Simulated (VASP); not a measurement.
# NaTbBr4: single point with PBE

NaTbBr4:

```
CELL_PARAMETERS angstrom
0.00000 4.98124 0.00000
0.00000 0.00000 7.30149
9.96248 0.00000 0.00000
ATOMIC_POSITIONS crystal
Na 0.00000 0.00000 0.50000
Na 0.00000 0.00000 0.00000
Tb 0.50000 0.50000 0.25000
Tb 0.50000 0.50000 0.75000
Br 0.00000 0.73390 0.25000
Br 0.00000 0.73390 0.75000
Br 0.50000 0.26610 0.00000
Br 0.50000 0.26610 0.50000
Br 0.00000 0.26610 0.25000
Br 0.00000 0.26610 0.75000
Br 0.50000 0.73390 0.00000
Br 0.50000 0.73390 0.50000
```

* Program: VASP 6.6.1
* Task: single point
* Functional: PBE
* Potentials or basis: VASP PAW PBE potentials, release 64 (Na_pv, Tb_3, Br), 4f in core
* Cutoff: 500 eV
* k mesh: 4 × 2 × 2
* Occupations: gaussian, width 0.1 eV
* Spin: no spin polarisation
* Dipole correction: no
* Further INCAR settings: ALGO = Normal; EDIFF = 1e-06; NBANDS = 56

- Pressure: 0.0 GPa
- Largest force: 0.010 eV/Å
- Band gap on the k mesh: 2.36 eV

Forces on the atoms (eV/Å):
```
Na   0.000  0.000  0.000
Na   0.000  0.000  0.000
Tb   0.000  0.000  0.000
Tb   0.000  0.000  0.000
Br   0.000  0.000 -0.010
Br   0.000  0.000 -0.010
Br   0.000  0.000  0.010
Br   0.000  0.000  0.010
Br   0.000  0.000  0.010
Br   0.000  0.000  0.010
Br   0.000  0.000 -0.010
Br   0.000  0.000 -0.010
```

Stress tensor (GPa, compression positive):
```
-0.06  0.00  0.00
 0.00 -0.06  0.00
 0.00  0.00  0.13
```

Levels at points of the mesh, in eV from the valence-band top:
```csv
k point,band 41,band 42,band 43,band 44,band 45,band 46,band 47,band 48
"(0.00, 0.00, 0.00)",-0.76,-0.73,-0.73,-0.42,2.36,2.73,2.82,3.34
"(0.50, 0.00, 0.00)",-0.76,-0.57,-0.30,0.00,2.73,2.75,2.78,3.34
"(0.00, 0.50, 0.00)",-0.81,-0.81,-0.78,-0.78,2.50,2.82,2.82,3.42
"(0.50, 0.50, 0.00)",-1.48,-0.62,-0.21,-0.09,2.82,2.93,3.20,3.42
"(0.00, 0.00, 0.50)",-0.95,-0.95,-0.58,-0.58,2.72,2.72,3.13,3.13
"(0.50, 0.00, 0.50)",-0.82,-0.82,-0.53,-0.53,2.92,2.92,3.00,3.00
"(0.00, 0.50, 0.50)",-1.21,-1.21,-1.15,-1.15,2.89,2.89,3.17,3.17
"(0.50, 0.50, 0.50)",-0.79,-0.79,-0.65,-0.65,3.02,3.02,3.29,3.29
```

It took 2.2 min on 1 thread of AMD EPYC 9R45 96-Core Processor (Zen 5), on a shared host, peak memory 0.48 GiB.

Caveat: the k points lie up to 0.43 Å⁻¹ apart; spin-orbit coupling is left out, which moves the levels of the heavy elements; the 4f electrons are frozen in the core, so they carry no moment and show no levels. Spin polarisation is off, so any magnetic state and its effect on volume and gap are missing.
